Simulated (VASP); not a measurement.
A run of VASP 6.6.1:

INCAR

```
SYSTEM = SrOs
PREC = Accurate
ENCUT = 520
EDIFF = 1E-6
ISMEAR = 0
SIGMA = 0.05
LREAL = .FALSE.
LASPH = .TRUE.
NELM = 60
ALGO = Normal
ISIF = 2
LWAVE = .FALSE.
LCHARG = .TRUE.
GGA = PE
LELF = .TRUE.
LVHAR = .TRUE.
NBANDS = 16
```

The input KPOINTS:

```
regular mesh
0
G
  10 10 10
  0 0 0
```

Contents of POSCAR:

```
SrOs
1.0
    3.5762029497      0.0000000000      0.0000000000
    0.0000000000      3.5762029497      0.0000000000
    0.0000000000      0.0000000000      3.5762029497
Sr Os
1 1
Direct
    0.0000000000      0.0000000000      0.0000000000
    0.5000000000      0.5000000000      0.5000000000
```

Potentials or basis: VASP PAW PBE potentials, release 64 (Sr_sv, Os).

The run is started by

```sh
$ cat potpaw_PBE.64/Sr_sv/POTCAR potpaw_PBE.64/Os/POTCAR > POTCAR
$ mpirun -np 1 vasp_std > vasp.out
```

Hardware: 1 thread of Intel Xeon 8259CL, with other jobs on the host.

Question: How long does it take, and how much memory?

Answer: Wall time 62 s on 1 thread of Intel Xeon 8259CL, with other jobs on the host, peak memory 0.19 GiB. Counts: scf iterations 13, k points 56.
